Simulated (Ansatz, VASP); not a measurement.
Ru in VASP and in Ansatz

File INCAR:

```
ALGO     = Normal         # electronic algorithm
EDIFF    = 1E-8           # SCF threshold, eV
ENCUT    = 520            # plane-wave cutoff, eV
GGA      = PS             # functional
ISIF     = 2              # what is computed and relaxed
ISMEAR   = -1             # smearing method
LASPH    = True           # aspherical terms in the spheres
LCHARG   = False          # write CHGCAR
LEFG     = True         
LREAL    = False          # projectors in reciprocal space
LWAVE    = False          # write WAVECAR
NBANDS   = 21             # bands
NELM     = 80             # most SCF steps
PREC     = Accurate       # precision mode
SIGMA    = 0.03           # smearing width, eV
```

Contents of KPOINTS:

```
k-points
0
Gamma
  14 14 8
```

POSCAR

```
Ru
1.0
    2.7057993342      0.0000000000      0.0000000000
   -1.3528996671      2.3432909610      0.0000000000
    0.0000000000      0.0000000000      4.3247190000
Ru
2
Direct
    0.3333333333      0.6666666667      0.2500000000
    0.6666666667      0.3333333333      0.7500000000
```

Input for Ansatz:

```yaml
crystal:
  lattice:
    - [2.7057993342, 0.0, 0.0]
    - [-1.3528996671, 2.343290961, 0.0]
    - [0.0, 0.0, 4.324719]
  atoms:
    - { symbol: Ru, position: [0.3333333333, 0.6666666667, 0.25] }
    - { symbol: Ru, position: [0.6666666667, 0.3333333333, 0.75] }
kpoints:
  mp_grid: { grid: [14, 14, 8] }
scf:
  occupations: { method: fermi_dirac, width: 0.03 }
hamiltonian:
  xc: pbesol
  pseudopotentials: { kind: all_electron, datasets: crystal }
output:
  forces: true
  stress: true
  eigenvalues: true
  efg: { contact_densities: true }
```

Change from the starting cell: zz strain of +1 %, crystal datasets.

Alike in both runs: task electric field gradients; functional PBEsol; k mesh 14 × 14 × 8; occupations fermi-dirac, width 0.03 eV; no spin polarisation.

|  | VASP | Ansatz |
| --- | --- | --- |
| version | VASP 6.6.1 | Ansatz 0.2.0 |
| potentials or method | VASP PAW PBE potentials, release 64 (Ru_pv), cutoff 520 eV | all-electron PAW with datasets made for the crystal, scalar-relativistic |

VASP gave:

| Item | Value |
| --- | --- |
| pressure (GPa) | -9.5 |
| traceless stress, the component that is largest in VASP (GPa) | -4.46 |
| size of Vzz on the site where it differs most (V/Å²) | 9.0 |

Task: Which values does Ansatz return?

Result: Pressure (GPa): -9.4; traceless stress, the component that is largest in VASP (GPa): -4.49; size of Vzz on the site where it differs most (V/Å²): 6.7.

VASP's potentials were made for PBE, not for PBEsol. Ansatz ran all-electron here, and VASP with PAW potentials.
